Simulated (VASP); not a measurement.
# W3N4 (Pm-3m) in VASP: notebook

The runs below take W3N4 through single point, with PBE.

Program: VASP 6.6.1. These are calculated values, not measurements. Logs are shortened: lines on timing, memory, paths and dates and some standing lists are left out, and cuts for length are marked.

**1. The cell of the first run**

It takes space group Pm-3m (No. 221, cubic). Conventional cell: a = 4.122 Å, b = 4.122 Å, c = 4.122 Å, α = 90.00°, β = 90.00°, γ = 90.00°. Within 2.7 Å of N (site symmetry m-3m) lie 6 W at 2.06 Å. Within 2.7 Å of N (site symmetry 4/mmm) lie 4 W at 2.06 Å. Within 2.7 Å of W (site symmetry 4/mmm) lie 6 N at 2.06 Å.

**2. Single point, PBE, collinear spin, ferromagnetic start**

Input file INCAR:

```
SYSTEM = W3N4
PREC = Accurate
ENCUT = 520
EDIFF = 1E-6
ISMEAR = -1
SIGMA = 0.1
LREAL = .False.
LASPH = .True.
NELM = 150
ALGO = Normal
ISIF = 2
LWAVE = .False.
LCHARG = .False.
ISPIN = 2
MAGMOM = 0 0 0 0 0.2 0.2 0.2
LORBIT = 11
LMAXMIX = 4
GGA = PE
NBANDS = 44
```

Input file KPOINTS:

```
regular mesh
0
Gamma
  5 5 5
  0 0 0
```

Input file POSCAR:

```
W3N4
1.0
    4.1220000000      0.0000000000      0.0000000000
    0.0000000000      4.1220000000      0.0000000000
    0.0000000000      0.0000000000      4.1220000000
N W
4 3
Direct
    0.5000000000      0.5000000000      0.5000000000
    0.5000000000      0.0000000000      0.0000000000
    0.0000000000      0.5000000000      0.0000000000
    0.0000000000      0.0000000000      0.5000000000
    0.5000000000      0.5000000000      0.0000000000
    0.0000000000      0.5000000000      0.5000000000
    0.5000000000      0.0000000000      0.5000000000
```

Potentials or basis: VASP PAW PBE potentials, release 64 (N, W_sv).

Command:

```sh
> cat potpaw_PBE.64/N/POTCAR potpaw_PBE.64/W_sv/POTCAR > POTCAR
> mpirun -np 1 vasp_std > vasp.out
```

OUTCAR:

```text
SYSTEM = W3N4
   PREC = Accurate
   ENCUT = 520
   EDIFF = 1E-6
   ISMEAR = -1
   LREAL = .False.
   LASPH = .True.
   NELM = 150
   ISIF = 2
   ISPIN = 2
   LORBIT = 11
   GGA = PE

 ion  position               nearest neighbor table
   1  0.500  0.500  0.500-   5 2.06   6 2.06   7 2.06   5 2.06   7 2.06   6 2.06
   2  0.500  0.000  0.000-   5 2.06   7 2.06   7 2.06   5 2.06
   3  0.000  0.500  0.000-   5 2.06   6 2.06   6 2.06   5 2.06
   4  0.000  0.000  0.500-   6 2.06   7 2.06   6 2.06   7 2.06
   5  0.500  0.500  0.000-   1 2.06   2 2.06   3 2.06   1 2.06   2 2.06   3 2.06   6 2.91   7 2.91
                             7 2.91   7 2.91   7 2.91   6 2.91   6 2.91   6 2.91
   6  0.000  0.500  0.500-   1 2.06   3 2.06   4 2.06   3 2.06   4 2.06   1 2.06   5 2.91   7 2.91
                             7 2.91   5 2.91   5 2.91   7 2.91   5 2.91   7 2.91
   7  0.500  0.000  0.500-   1 2.06   2 2.06   4 2.06   2 2.06   1 2.06   4 2.06   5 2.91   6 2.91
                             5 2.91   6 2.91   5 2.91   5 2.91   6 2.91   6 2.91

  LATTYP: Found a simple cubic cell.
 ALAT       =     4.1220000000

  Lattice vectors:

 A1 = (   4.1220000000,   0.0000000000,   0.0000000000)
 A2 = (   0.0000000000,   4.1220000000,   0.0000000000)
 A3 = (   0.0000000000,   0.0000000000,   4.1220000000)

Analysis of symmetry for initial positions (statically):
=====================================================================
 Subroutine PRICEL returns:
 Original cell was already a primitive cell.

 Routine SETGRP: Setting up the symmetry group for a
 simple cubic supercell.

 Subroutine GETGRP returns: Found 48 space group operations
 (whereof 48 operations were pure point group operations)
 out of a pool of 48 trial point group operations.

The static configuration has the point symmetry O_h .

Analysis of symmetry for dynamics (positions and initial velocities):
=====================================================================
 Subroutine PRICEL returns:
 Original cell was already a primitive cell.

 Routine SETGRP: Setting up the symmetry group for a
 simple cubic supercell.

 Subroutine GETGRP returns: Found 48 space group operations
 (whereof 48 operations were pure point group operations)
 out of a pool of 48 trial point group operations.

The dynamic configuration has the point symmetry O_h .

Analysis of structural, dynamic, and magnetic symmetry:
=====================================================================
 Subroutine PRICEL returns:
 Original cell was already a primitive cell.

 Routine SETGRP: Setting up the symmetry group for a
 simple cubic supercell.

 Subroutine GETGRP returns: Found 48 space group operations
 (whereof 48 operations were pure point group operations)
 out of a pool of 48 trial point group operations.

The overall configuration has the point symmetry O_h .

 Subroutine INISYM returns: Found 48 space group operations
 (whereof 48 operations are pure point group operations),
 and found     1 'primitive' translations

----------------------------------------------------------------------------------------

                                     Primitive cell

  volume of cell :      70.0364

  direct lattice vectors                    reciprocal lattice vectors
     4.122000000  0.000000000  0.000000000     0.242600679  0.000000000  0.000000000
     0.000000000  4.122000000  0.000000000     0.000000000  0.242600679  0.000000000
     0.000000000  0.000000000  4.122000000     0.000000000  0.000000000  0.242600679

  length of vectors
     4.122000000  4.122000000  4.122000000     0.242600679  0.242600679  0.242600679

  position of ions in fractional coordinates (direct lattice)
     0.500000000  0.500000000  0.500000000
     0.500000000  0.000000000  0.000000000
     0.000000000  0.500000000  0.000000000
     0.000000000  0.000000000  0.500000000
     0.500000000  0.500000000  0.000000000
     0.000000000  0.500000000  0.500000000
     0.500000000  0.000000000  0.500000000

  ion indices of the primitive-cell ions
   primitive index   ion index
                 1           1
                 2           2
                 3           3
                 4           4
                 5           5
                 6           6
                 7           7

----------------------------------------------------------------------------------------

 KPOINTS: regular mesh

Automatic generation of k-mesh.
 Grid dimensions read from file:
 generate k-points for:    5    5    5

 Generating k-lattice:

  Cartesian coordinates                     Fractional coordinates (reciprocal lattice)
     0.048520136  0.000000000  0.000000000     0.200000000  0.000000000  0.000000000
     0.000000000  0.048520136  0.000000000     0.000000000  0.200000000  0.000000000
     0.000000000  0.000000000  0.048520136     0.000000000  0.000000000  0.200000000

  Length of vectors
     0.048520136  0.048520136  0.048520136

  Shift w.r.t. Gamma in fractional coordinates (k-lattice)
     0.000000000  0.000000000  0.000000000

 Subroutine IBZKPT returns following result:
 ===========================================

 Found     10 irreducible k-points:

 Following reciprocal coordinates:
            Coordinates               Weight
  0.000000  0.000000  0.000000      1.000000
  0.200000  0.000000  0.000000      6.000000
  0.400000  0.000000  0.000000      6.000000
  0.200000  0.200000  0.000000     12.000000
  0.400000  0.200000  0.000000     24.000000
  0.400000  0.400000  0.000000     12.000000
  0.200000  0.200000  0.200000      8.000000
  0.400000  0.200000  0.200000     24.000000
  0.400000  0.400000  0.200000     24.000000
  0.400000  0.400000  0.400000      8.000000
   k-points           NKPTS =     10   k-points in BZ     NKDIM =     10   number of bands    NBANDS=     44
   number of dos      NEDOS =    301   number of ions     NIONS =      7
   total plane-waves  NPLWV =  32768
   dimension x,y,z NGX =    32 NGY =   32 NGZ =   32
   dimension x,y,z NGXF=    64 NGYF=   64 NGZF=   64
   ions per type =               4   3
   NGX,Y,Z   is equivalent  to a cutoff of  12.91, 12.91, 12.91 a.u.
   NGXF,Y,Z  is equivalent  to a cutoff of  25.81, 25.81, 25.81 a.u.
 SYSTEM =  W3N4
   PREC   = accura    normal or accurate (medium, high low for compatibility)
   ISTART =      0    job   : 0-new  1-cont  2-samecut
   ICHARG =      2    charge: 1-file 2-atom 10-const
   ISPIN  =      2    spin polarized calculation?
   LNONCOLLINEAR =      F non collinear calculations
   LSORBIT =      F    spin-orbit coupling
   LASPH  =      T    aspherical Exc in radial PAW
   ENCUT  =  520.0 eV  38.22 Ry    6.18 a.u.   7.66  7.66  7.66*2*pi/ulx,y,z
   NELM   =    150;   NELMIN=  2; NELMDL= -5     # of ELM steps
   EDIFF  = 0.1E-05   stopping-criterion for ELM
   LREAL  =      F    real-space projection
   EDIFFG = 0.1E-04   stopping-criterion for IOM
   NSW    =      0    number of steps for IOM
   IBRION =     -1    ionic relax: 0-MD 1-quasi-New 2-CG
   NFREE  =      0    steps in history (QN), initial steepest desc. (CG)
   ISIF   =      2    stress and relaxation
   ISYM   =      2    0-nonsym 1-usesym 2-fastsym
   POTIM  = 0.5000    time-step for ionic-motion
   TEBEG  =    0.0;   TEEND  =   0.0 temperature during run
   PSTRESS=    0.0 pullay stress
   NELECT =      62.0000    total number of electrons
   NUPDOWN=      -1.0000    fix difference up-down
   EMIN   =  10.00;   EMAX   =-10.00  energy-range for DOS
   EFERMI =   0.00;   METHOD = LEGACY
   ISMEAR =    -1;   SIGMA  =   0.10  broadening in eV -4-tet -1-fermi 0-gaus
   EFERMI_NEDOS =   21; number of points for ismear=-14 and -15
   IALGO  =     38    algorithm
   IMIX   =      4    mixing-type and parameters
     AMIX     =   0.40;   BMIX     =  1.00
     AMIX_MAG =   1.60;   BMIX_MAG =  1.00
  volume/ion in A,a.u.               =      10.01        67.52
  Fermi-wavevector in a.u.,A,eV,Ry     =   1.571921  2.970500 33.619124  2.470936
  Thomas-Fermi vector in A             =   2.673433
   LORBIT       =     11    0 simple, 1 ext, 2 COOP (PROOUT), +10 PAW based schemes
   GGA     = PE    functional components
   LHFCALC =     F    Hartree Fock is set to
   AEXX    =    0.0000 exact exchange contribution
   IVDW    =     0    specifies the selected vdW correction
   LEPSILON=     F    determine dielectric tensor
   LRPA    =     F    only Hartree local field effects (RPA)
 spin polarized calculation
  energy-cutoff  :      520.00
  volume of cell :       70.04
 maximum number of plane-waves:      1895
 NGX is ok and might be reduce to    32
   NGX = 15   NGY = 15   NGZ = 15

 number of electron      62.0000007 magnetization      -0.0000688

 number of electron      62.0000007 magnetization       0.0000192

 Free energy of the ion-electron system (eV)
  ---------------------------------------------------
  ext. energy  EPLUGINS =         0.00000000
  ---------------------------------------------------
  free energy    TOTEN  =       -72.35081578 eV

  energy without entropy =      -72.31810510  energy(sigma->0) =      -72.33446044

 E-fermi :  11.5376     XC(G=0): -13.3804

 val. band max:       11.4878244925   @ k =   0.2000   0.0000   0.0000
 cond. band min:      11.6362057243   @ k =   0.4000   0.0000   0.0000
 fundamental gap:      0.1483812318
 Fermi energy:        11.5375600152

 spin component 1

 k-point     1 :       0.0000    0.0000    0.0000
  band No.  band energies     occupation
      1     -64.1738      1.00000
      2     -64.0853      1.00000
      3     -64.0853      1.00000
      4     -28.8871      1.00000
      5     -28.8871      1.00000
      6     -28.8871      1.00000
[... 35 lines left out ...]
     42      15.7806      0.00000
     43      16.0183      0.00000
[... 372 lines left out ...]
      2     -64.1114      1.00000
      3     -64.1114      1.00000
      4     -29.2819      1.00000
      5     -28.7083      1.00000
      6     -28.7026      1.00000
[... 35 lines left out ...]
     42      19.1631      0.00000
     43      19.1631      0.00000
 Fermi energy:        11.5375600152

 spin component 2

 k-point     1 :       0.0000    0.0000    0.0000
  band No.  band energies     occupation
      1     -64.1739      1.00000
      2     -64.0853      1.00000
      3     -64.0853      1.00000
      4     -28.8871      1.00000
      5     -28.8871      1.00000
      6     -28.8871      1.00000
[... 35 lines left out ...]
     42      15.7806      0.00000
     43      16.0183      0.00000
[... 372 lines left out ...]
      2     -64.1114      1.00000
      3     -64.1114      1.00000
      4     -29.2820      1.00000
      5     -28.7083      1.00000
      6     -28.7026      1.00000
[... 35 lines left out ...]
     42      19.1631      0.00000
     43      19.1631      0.00000
 [bands above 43 left out]

------------------------ aborting loop because EDIFF is reached ----------------------------------------

  FORCE on cell =-STRESS in cart. coord.  units (eV):
  Direction    XX          YY          ZZ          XY          YZ          ZX
  --------------------------------------------------------------------------------------
  -------------------------------------------------------------------------------------
  Total       12.4229427     12.4229427     12.4229427     -0.0000000     -0.0000000     -0.0000000
  in kB      284.1915125    284.1915125    284.1915125     -0.0000000     -0.0000000     -0.0000000
  external PRESSURE =     284.1915125 kB  Pullay stress =       0.0000000 kB

 VOLUME and BASIS-vectors are now :
 -----------------------------------------------------------------------------
  energy-cutoff  :      520.00
  volume of cell :       70.04
      direct lattice vectors                 reciprocal lattice vectors
     4.122000000  0.000000000  0.000000000     0.242600679  0.000000000  0.000000000
     0.000000000  4.122000000  0.000000000     0.000000000  0.242600679  0.000000000
     0.000000000  0.000000000  4.122000000     0.000000000  0.000000000  0.242600679

 POSITION                                       TOTAL-FORCE (eV/Angst)
 -----------------------------------------------------------------------------------
      2.06100      2.06100      2.06100         0.000000      0.000000      0.000000
      2.06100      0.00000      0.00000         0.000000      0.000000      0.000000
      0.00000      2.06100      0.00000         0.000000      0.000000      0.000000
      0.00000      0.00000      2.06100         0.000000      0.000000      0.000000
      2.06100      2.06100      0.00000         0.000000      0.000000      0.000000
      0.00000      2.06100      2.06100         0.000000      0.000000      0.000000
      2.06100      0.00000      2.06100         0.000000      0.000000      0.000000
 -----------------------------------------------------------------------------------
    total drift:                                0.000000     -0.000000     -0.000000

  FREE ENERGIE OF THE ION-ELECTRON SYSTEM (eV)
  ---------------------------------------------------
  free  energy   TOTEN  =       -72.3508157773 eV

  energy  without entropy=      -72.3181050959  energy(sigma->0) =      -72.33446044

 total charge

# of ion       s       p       d       tot
------------------------------------------
    1        1.237   2.681   0.000   3.917
    2        1.250   2.527   0.000   3.777
    3        1.250   2.527   0.000   3.777
    4        1.250   2.527   0.000   3.777
    5        2.329   6.429   3.442  12.199
    6        2.329   6.429   3.442  12.199
    7        2.329   6.429   3.442  12.199
--------------------------------------------------
tot         11.972  29.549  10.325  51.847

 magnetization (x)

# of ion       s       p       d       tot
------------------------------------------
    1        0.000   0.000   0.000   0.000
    2       -0.000   0.000   0.000   0.000
    3       -0.000   0.000   0.000   0.000
    4       -0.000   0.000   0.000   0.000
    5       -0.000  -0.000  -0.000  -0.000
    6       -0.000  -0.000  -0.000  -0.000
    7       -0.000  -0.000  -0.000  -0.000
--------------------------------------------------
tot         -0.000   0.000  -0.000  -0.000
```

It took 48 s on 1 thread of Intel Xeon Platinum 8259CL at 2.50GHz (Skylake/Cascade Lake), shared host; peak memory 0.22 GiB.

Results:

| Quantity | Value |
| --- | --- |
| Free energy | -72.3508 eV |
| Pressure | 28.4 GPa |
| Band gap on the k mesh | zero (filled and empty bands overlap) |
| Net moment | 0.00 μB per cell |
| Valence electrons inside the program's atomic spheres | N 3.92, 3.78; W 12.20 |

Caveat: spin-orbit coupling is left out, which moves the levels of the heavy elements.

**3. Single point, PBE, collinear spin, ferromagnetic start**

Input file INCAR:

```
SYSTEM = W3N4
  PREC = Accurate
  ENCUT = 520
  EDIFF = 1E-6
  ISMEAR = -1
  SIGMA = 0.1
  LREAL = .False.
  LASPH = .True.
  NELM = 150
  ALGO = Normal
  ISIF = 2
  LWAVE = .False.
  LCHARG = .False.
  ISPIN = 2
  MAGMOM = 0 0 0 0 0.2 0.2 0.2
  LORBIT = 11
  LMAXMIX = 4
  GGA = PE
  NBANDS = 44
```

Input file KPOINTS:

```
Automatic mesh
0
Gamma
  5 5 5
  0 0 0
```

POSCAR is that of step 2.

Potentials or basis: VASP PAW PBE potentials, release 64 (N, W_sv).

Command:

```sh
> cat potpaw_PBE.64/N/POTCAR potpaw_PBE.64/W_sv/POTCAR > POTCAR
> mpirun -np 1 vasp_std > vasp.out
```

It took 48 s on 1 thread of Intel Xeon Platinum 8259CL at 2.50GHz (Skylake/Cascade Lake), shared host; peak memory 0.22 GiB.

Results (log left out):

| Property | Result |
| --- | --- |
| Free energy | -72.3508 eV |
| Pressure | 28.4 GPa |
| Band gap on the k mesh | zero (filled and empty bands overlap) |
| Net moment | 0.00 μB per cell |
| Valence electrons inside the program's atomic spheres | N 3.92, 3.78; W 12.20 |

Levels at points of the mesh, in eV from the Fermi level:
Spin up:
```
           k point  band 29  band 30  band 31  band 32  band 33  band 34
(0.00, 0.00, 0.00)    -2.17    -2.17    -2.17    -0.83    -0.83    -0.83
```
Spin down:
```
           k point  band 28  band 29  band 30  band 31  band 32  band 33  band 34  band 35
(0.00, 0.00, 0.00)    -3.44    -2.17    -2.17    -2.17    -0.83    -0.83    -0.83    -0.18
```

Caveat: spin-orbit coupling is left out, which moves the levels of the heavy elements.
